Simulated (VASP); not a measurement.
# Al in VASP: a series of runs

The runs below take Al through single point, with PBE0, PBE.

All numbers are computed with VASP 6.6.1; they aren't measurements. Logs are shortened: lines on timing, memory, paths and dates and some standing lists are left out, and cuts for length are marked.

### 1 The cell of the first run

The structure is cubic, space group Pm-3m (No. 221). The conventional cell has a = 2.722 Å, b = 2.722 Å, c = 2.722 Å, α = 90.00°, β = 90.00°, γ = 90.00°. Within 3.6 Å of Al (site symmetry m-3m) lie 6 Al at 2.72 Å.

This isn't the form of Al at room conditions, which is fcc.

### 2 Single point, PBE0

File POSCAR:

```
Al
1.0
    2.7217600000      0.0000000000      0.0000000000
    0.0000000000      2.7217600000      0.0000000000
    0.0000000000      0.0000000000      2.7217600000
Al
1
Direct
    0.0000000000      0.0000000000      0.0000000000
```

File INCAR.step1:

```
SYSTEM = Al
  ALGO = Normal
  EDIFF = 1E-5
  ENCUT = 520
  GGA = PE
  ISIF = 2
  ISMEAR = -1
  LASPH = .True.
  LREAL = .False.
  LWAVE = .True.
  NBANDS = 8
  NELM = 80
  PREC = Accurate
  SIGMA = 0.1
```

File INCAR.step2:

```
SYSTEM = Al
  AEXX = 0.25
  ALGO = Normal
  EDIFF = 1E-6
  ENCUT = 520
  GGA = PE
  ISIF = 2
  ISMEAR = -1
  ISTART = 1
  LASPH = .True.
  LCHARG = .True.
  LELF = .True.
  LHFCALC = .True.
  LREAL = .False.
  LVHAR = .True.
  LWAVE = .False.
  NBANDS = 8
  NELM = 80
  PREC = Accurate
  PRECFOCK = Normal
  SIGMA = 0.1
```

File KPOINTS:

```
k-points
0
Gamma
  5 5 5
  0 0 0
```

Potentials or basis: VASP PAW PBE potentials, release 64 (Al).

On the command line:

```sh
cat potpaw_PBE.64/Al/POTCAR > POTCAR
cp INCAR.step1 INCAR
mpirun -np 1 vasp_std > vasp.out
cp INCAR.step2 INCAR
mpirun -np 1 vasp_std > vasp.out
```

OUTCAR:

```text
SYSTEM = Al
   AEXX = 0.25
   EDIFF = 1E-6
   ENCUT = 520
   GGA = PE
   ISIF = 2
   ISMEAR = -1
   ISTART = 1
   LASPH = .True.
   LHFCALC = .True.
   LREAL = .False.
   NELM = 80
   PREC = Accurate
   PRECFOCK = Normal

 ion  position               nearest neighbor table
   1  0.000  0.000  0.000-

  LATTYP: Found a simple cubic cell.
 ALAT       =     2.7217600000

  Lattice vectors:

 A1 = (   2.7217600000,   0.0000000000,   0.0000000000)
 A2 = (   0.0000000000,   2.7217600000,   0.0000000000)
 A3 = (   0.0000000000,   0.0000000000,   2.7217600000)

Analysis of symmetry for initial positions (statically):
=====================================================================
 Subroutine PRICEL returns:
 Original cell was already a primitive cell.

 Routine SETGRP: Setting up the symmetry group for a
 simple cubic supercell.

 Subroutine GETGRP returns: Found 48 space group operations
 (whereof 48 operations were pure point group operations)
 out of a pool of 48 trial point group operations.

The static configuration has the point symmetry O_h .

Analysis of symmetry for dynamics (positions and initial velocities):
=====================================================================
 Subroutine PRICEL returns:
 Original cell was already a primitive cell.

 Routine SETGRP: Setting up the symmetry group for a
 simple cubic supercell.

 Subroutine GETGRP returns: Found 48 space group operations
 (whereof 48 operations were pure point group operations)
 out of a pool of 48 trial point group operations.

The dynamic configuration has the point symmetry O_h .

 Subroutine INISYM returns: Found 48 space group operations
 (whereof 48 operations are pure point group operations),
 and found     1 'primitive' translations

----------------------------------------------------------------------------------------

                                     Primitive cell

  volume of cell :      20.1627

  direct lattice vectors                    reciprocal lattice vectors
     2.721760000  0.000000000  0.000000000     0.367409323  0.000000000  0.000000000
     0.000000000  2.721760000  0.000000000     0.000000000  0.367409323  0.000000000
     0.000000000  0.000000000  2.721760000     0.000000000  0.000000000  0.367409323

  length of vectors
     2.721760000  2.721760000  2.721760000     0.367409323  0.367409323  0.367409323

  position of ions in fractional coordinates (direct lattice)
     0.000000000  0.000000000  0.000000000

  ion indices of the primitive-cell ions
   primitive index   ion index
[... 69 lines left out ...]
   NELECT =       3.0000    total number of electrons
   NUPDOWN=      -1.0000    fix difference up-down
   EMIN   =  10.00;   EMAX   =-10.00  energy-range for DOS
   EFERMI =   0.00;   METHOD = LEGACY
   ISMEAR =    -1;   SIGMA  =   0.10  broadening in eV -4-tet -1-fermi 0-gaus
   EFERMI_NEDOS =   21; number of points for ismear=-14 and -15
   IALGO  =     38    algorithm
   IMIX   =      1    mixing-type and parameters
     AMIX     =   0.40;   BMIX     =  1.00
     AMIX_MAG =   1.60;   BMIX_MAG =  1.00
  volume/ion in A,a.u.               =      20.16       136.06
  Fermi-wavevector in a.u.,A,eV,Ry     =   0.867492  1.639322 10.238958  0.752542
  Thomas-Fermi vector in A             =   1.986034
   LORBIT       =      0    0 simple, 1 ext, 2 COOP (PROOUT), +10 PAW based schemes
   GGA     = PE    functional components
   LHFCALC =     T    Hartree Fock is set to
   PRECFOCK=normal    Normal, Fast or Accurate (Low or Medium for compatibility)
   ENCUT4O =  -1.0   cutoff for four orbital integrals eV
   NKREDX  =     1    reduce k-point grid by
   NKREDY  =     1    reduce k-point grid by
   NKREDZ  =     1    reduce k-point grid by
   AEXX    =    0.2500 exact exchange contribution
   HFSCREEN=    0.0000 screening length (either q_TF or 0.3 A-1)
   HFSCREENC=   0.0000 screening length for correlation (either q_TF or 0.3 A-1)
   ENCUTFOCK=  -1.0 apply spherical cutoff to Coloumb kernel
   IVDW    =     0    specifies the selected vdW correction
   LEPSILON=     F    determine dielectric tensor
   LRPA    =     F    only Hartree local field effects (RPA)
 non-spin polarized calculation
  energy-cutoff  :      520.00
  volume of cell :       20.16
 maximum number of plane-waves:       553
  NGX = 16; NGY = 16; NGZ = 16

 number of electron       3.0000000 magnetization

 Free energy of the ion-electron system (eV)
  ---------------------------------------------------
  ext. energy  EPLUGINS =         0.00000000
  ---------------------------------------------------
  free energy    TOTEN  =        -4.06512822 eV

  energy without entropy =       -4.05335085  energy(sigma->0) =       -4.05923954

 E-fermi :   5.3512     XC(G=0):  -7.4483

 val. band max:        5.2617590043   @ k =   0.4000   0.4000   0.0000
 cond. band min:       6.5353473455   @ k =   0.4000   0.4000   0.2000
 fundamental gap:      1.2735883412
 Fermi energy:         5.3512294016

 k-point     1 :       0.0000    0.0000    0.0000
  band No.  band energies     occupation
      1      -5.7999      2.00000
      2      14.8565      0.00000
      3      14.8565      0.00000
      4      15.9894      0.00000
      5      15.9894      0.00000
      6      15.9894      0.00000
      7      22.2192      0.00000
      8      31.4181      0.00000
[... 89 lines left out ...]
 k-point    10 :       0.4000    0.4000    0.4000
  band No.  band energies     occupation
      1       4.7440      1.99540
      2       8.8080      0.00000
      3       8.8080      0.00000
      4      11.9877      0.00000
      5      13.8144      0.00000
      6      13.8144      0.00000
      7      16.1412      0.00000
      8      19.5108      0.00000

------------------------ aborting loop because EDIFF is reached ----------------------------------------

  FORCE on cell =-STRESS in cart. coord.  units (eV):
  Direction    XX          YY          ZZ          XY          YZ          ZX
  --------------------------------------------------------------------------------------
  -------------------------------------------------------------------------------------
  Total       -0.1526748     -0.1526748     -0.1526748      0.0000000     -0.0000000      0.0000000
  in kB      -12.1318883    -12.1318883    -12.1318883      0.0000000     -0.0000000      0.0000000
  external PRESSURE =     -12.1318883 kB  Pullay stress =       0.0000000 kB

 VOLUME and BASIS-vectors are now :
 -----------------------------------------------------------------------------
  energy-cutoff  :      520.00
  volume of cell :       20.16
      direct lattice vectors                 reciprocal lattice vectors
     2.721760000  0.000000000  0.000000000     0.367409323  0.000000000  0.000000000
     0.000000000  2.721760000  0.000000000     0.000000000  0.367409323  0.000000000
     0.000000000  0.000000000  2.721760000     0.000000000  0.000000000  0.367409323

 POSITION                                       TOTAL-FORCE (eV/Angst)
 -----------------------------------------------------------------------------------
      0.00000      0.00000      0.00000         0.000000      0.000000      0.000000
 -----------------------------------------------------------------------------------
    total drift:                               -0.000000      0.000000     -0.000000

  FREE ENERGIE OF THE ION-ELECTRON SYSTEM (eV)
  ---------------------------------------------------
  free  energy   TOTEN  =        -4.0651282246 eV

  energy  without entropy=       -4.0533508490  energy(sigma->0) =       -4.05923954
```

It took 36 s on 1 thread of Intel Xeon 8259CL, shared host; peak memory 0.12 GiB.

What came out:

```
Free energy            : -4.0651 eV
Pressure               : -1.2 GPa
Band gap on the k mesh : zero (an odd number of electrons rules out a gap without spin polarisation)
```

Caveat: the k points lie up to 0.46 Å⁻¹ apart, too coarse for converged energies and pressures of a metal; the PAW data sets were made with another functional, which shifts forces and pressure a little.

### 3 Single point, PBE0

POSCAR is that of step 2.

File INCAR.step1:

```
PREC = Accurate
ENCUT = 520
EDIFF = 1E-5
ISMEAR = -1
SIGMA = 0.1
LREAL = F
LASPH = T
NELM = 60
ALGO = Normal
ISIF = 2
LWAVE = T
LCHARG = F
NBANDS = 8
GGA = PE
```

File INCAR.step2:

```
PREC = Accurate
ENCUT = 520
EDIFF = 1E-7
ISMEAR = -1
SIGMA = 0.1
LREAL = F
LASPH = T
NELM = 60
ALGO = Normal
ISIF = 2
LWAVE = F
LCHARG = F
GGA = PE
LHFCALC = T
AEXX = 0.25
PRECFOCK = Normal
NBANDS = 8
ISTART = 1
```

File KPOINTS:

```
Automatic mesh
0
Gamma
  5 5 5
```

Potentials or basis: VASP PAW PBE potentials, release 64 (Al).

On the command line:

```sh
cat potpaw_PBE.64/Al/POTCAR > POTCAR
cp INCAR.step1 INCAR
mpirun -np 1 vasp_std > vasp.out
cp INCAR.step2 INCAR
mpirun -np 1 vasp_std > vasp.out
```

OUTCAR:

```text
PREC = Accurate
   ENCUT = 520
   EDIFF = 1E-7
   ISMEAR = -1
   LREAL = F
   LASPH = T
   NELM = 60
   ISIF = 2
   GGA = PE
   LHFCALC = T
   AEXX = 0.25
   PRECFOCK = Normal
   ISTART = 1

 ion  position               nearest neighbor table
   1  0.000  0.000  0.000-

  LATTYP: Found a simple cubic cell.
 ALAT       =     2.7217600000

  Lattice vectors:

 A1 = (   2.7217600000,   0.0000000000,   0.0000000000)
 A2 = (   0.0000000000,   2.7217600000,   0.0000000000)
 A3 = (   0.0000000000,   0.0000000000,   2.7217600000)

Analysis of symmetry for initial positions (statically):
=====================================================================
 Subroutine PRICEL returns:
 Original cell was already a primitive cell.

 Routine SETGRP: Setting up the symmetry group for a
 simple cubic supercell.

 Subroutine GETGRP returns: Found 48 space group operations
 (whereof 48 operations were pure point group operations)
 out of a pool of 48 trial point group operations.

The static configuration has the point symmetry O_h .

[... 150 lines left out ...]
 E-fermi :   5.3512     XC(G=0):  -7.4484

 val. band max:        5.2617055619   @ k =   0.4000   0.4000   0.0000
 cond. band min:       6.5352863770   @ k =   0.4000   0.4000   0.2000
 fundamental gap:      1.2735808151
 Fermi energy:         5.3511757012

 k-point     1 :       0.0000    0.0000    0.0000
  band No.  band energies     occupation
      1      -5.7999      2.00000
      2      14.8564      0.00000
      3      14.8564      0.00000
      4      15.9893      0.00000
      5      15.9893      0.00000
      6      15.9893      0.00000
      7      22.2192      0.00000
      8      31.4179      0.00000
[... 89 lines left out ...]
 k-point    10 :       0.4000    0.4000    0.4000
  band No.  band energies     occupation
      1       4.7440      1.99540
      2       8.8079      0.00000
      3       8.8079      0.00000
      4      11.9876      0.00000
      5      13.8144      0.00000
      6      13.8144      0.00000
      7      16.1411      0.00000
      8      19.5109      0.00000

------------------------ aborting loop because EDIFF is reached ----------------------------------------

  FORCE on cell =-STRESS in cart. coord.  units (eV):
  Direction    XX          YY          ZZ          XY          YZ          ZX
  --------------------------------------------------------------------------------------
  -------------------------------------------------------------------------------------
  Total       -0.1521414     -0.1521414     -0.1521414      0.0000000      0.0000000     -0.0000000
  in kB      -12.0895035    -12.0895035    -12.0895035      0.0000000      0.0000000     -0.0000000
  external PRESSURE =     -12.0895035 kB  Pullay stress =       0.0000000 kB

 VOLUME and BASIS-vectors are now :
 -----------------------------------------------------------------------------
  energy-cutoff  :      520.00
  volume of cell :       20.16
      direct lattice vectors                 reciprocal lattice vectors
     2.721760000  0.000000000  0.000000000     0.367409323  0.000000000  0.000000000
     0.000000000  2.721760000  0.000000000     0.000000000  0.367409323  0.000000000
     0.000000000  0.000000000  2.721760000     0.000000000  0.000000000  0.367409323

 POSITION                                       TOTAL-FORCE (eV/Angst)
 -----------------------------------------------------------------------------------
      0.00000      0.00000      0.00000         0.000000      0.000000      0.000000
 -----------------------------------------------------------------------------------
    total drift:                               -0.000000      0.000000     -0.000000

  FREE ENERGIE OF THE ION-ELECTRON SYSTEM (eV)
  ---------------------------------------------------
  free  energy   TOTEN  =        -4.0651281346 eV

  energy  without entropy=       -4.0533508112  energy(sigma->0) =       -4.05923947
```

OUTCAR.step1:

```text
PREC = Accurate
   ENCUT = 520
   EDIFF = 1E-5
   ISMEAR = -1
   LREAL = F
[... 308 lines left out ...]

 POSITION                                       TOTAL-FORCE (eV/Angst)
 -----------------------------------------------------------------------------------
      0.00000      0.00000      0.00000         0.000000      0.000000      0.000000
 -----------------------------------------------------------------------------------
    total drift:                                0.000000      0.000000      0.000000

  FREE ENERGIE OF THE ION-ELECTRON SYSTEM (eV)
  ---------------------------------------------------
  free  energy   TOTEN  =        -3.4235462566 eV

  energy  without entropy=       -3.4102352669  energy(sigma->0) =       -3.41689076
```

It took 37 s on 1 thread of Intel Xeon 8259CL, shared host; peak memory 0.12 GiB.

Results:

```yaml
Free_energy: -4.0651 eV
Pressure: -1.2 GPa
Band_gap_on_the_k_mesh: zero (an odd number of electrons rules out a gap without spin polarisation)
```

Caveat: the k points lie up to 0.46 Å⁻¹ apart, too coarse for converged energies and pressures of a metal; the PAW data sets were made with another functional, which shifts forces and pressure a little.

(Part 1 of 2 ends here.)
